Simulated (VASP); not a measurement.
## Ni: relaxation of cell and atoms with PBEsol

Ni:

```
Ni
1.0
     0.00000    1.76795    1.76795
     1.76795    0.00000    1.76795
     1.76795    1.76795    0.00000
Ni
1
Direct
  0.00000 0.00000 0.00000
```

- Program: VASP 6.6.1
- Task: relaxation of cell and atoms
- Functional: PBEsol
- Potentials or basis: VASP PAW PBE potentials, release 64 (Ni)
- Cutoff: 600 eV
- k mesh: 10 × 10 × 10
- Occupations: gaussian, width 0.1 eV
- Spin: collinear spin, ferromagnetic start
- Starting moments: [0.81] μB
- Dipole correction: no
- Further INCAR settings: ALGO = Normal; EDIFF = 1e-06; IBRION = 2; EDIFFG = -0.05; NSW = 100; ISIF = 3

```yaml
Relaxed_volume: 10.41 Å³/atom
Relaxed_cell: a = 2.451 Å, b = 2.451 Å, c = 2.451 Å, α = 60.00°, β = 60.00°, γ = 60.00°
Space_group_after_relaxing_to_0.05_Å: Fm-3m (No. 225)
Energy_gained_by_relaxing: 25.5 meV/atom
Ionic_steps: 3
Pressure_after_relaxing: -0.3 GPa
Net_moment: 0.71 μB per cell
Site_moments: Ni +0.71 μB
Valence_electrons_inside_the_program's_atomic_spheres: Ni 9.39
```

Step by step:
```csv
step,energy change (eV),largest force (eV/Å),pressure (GPa),volume (Å³)
1,0.0000,0.0000,-11.94,11.05
2,0.0034,0.0000,16.04,9.79
3,-0.0255,0.0000,-0.35,10.41
```

Final structure:
```yaml
crystal:
  lattice:
    - [0.00000, 1.73299, 1.73299]
    - [1.73299, 0.00000, 1.73299]
    - [1.73299, 1.73299, 0.00000]
  atoms:
    - { symbol: Ni, position: [0.00000, 0.00000, 0.00000] }
```

Levels at points of the mesh, in eV from the Fermi level:
Spin up:
```csv
k point,band 2,band 3,band 4,band 5,band 6,band 7,band 8,band 9
"(0.00, 0.00, 0.00)",-2.61,-2.61,-2.61,-1.36,-1.36,24.05,28.24,28.24
"(0.50, 0.00, 0.00)",-2.60,-2.60,-0.65,-0.65,-0.45,5.91,22.53,25.36
"(0.50, 0.50, 0.00)",-4.50,-0.60,-0.51,-0.51,2.40,9.55,15.16,15.16
```
Spin down:
```csv
k point,band 3,band 4,band 5,band 6,band 7,band 8
"(0.00, 0.00, 0.00)",-1.81,-1.81,-0.68,-0.68,23.96,28.25
"(0.50, 0.00, 0.00)",-1.91,-0.46,0.18,0.18,6.39,22.44
"(0.50, 0.50, 0.00)",0.11,0.42,0.42,2.41,9.87,15.21
```

Run time: 25 s on 1 thread of Intel(R) Xeon(R) Platinum 8259CL CPU @ 2.50GHz (Skylake/Cascade Lake) (shared host), peak memory 0.14 GiB.

Caveat: the PAW data sets were made with another functional, which shifts forces and pressure a little.
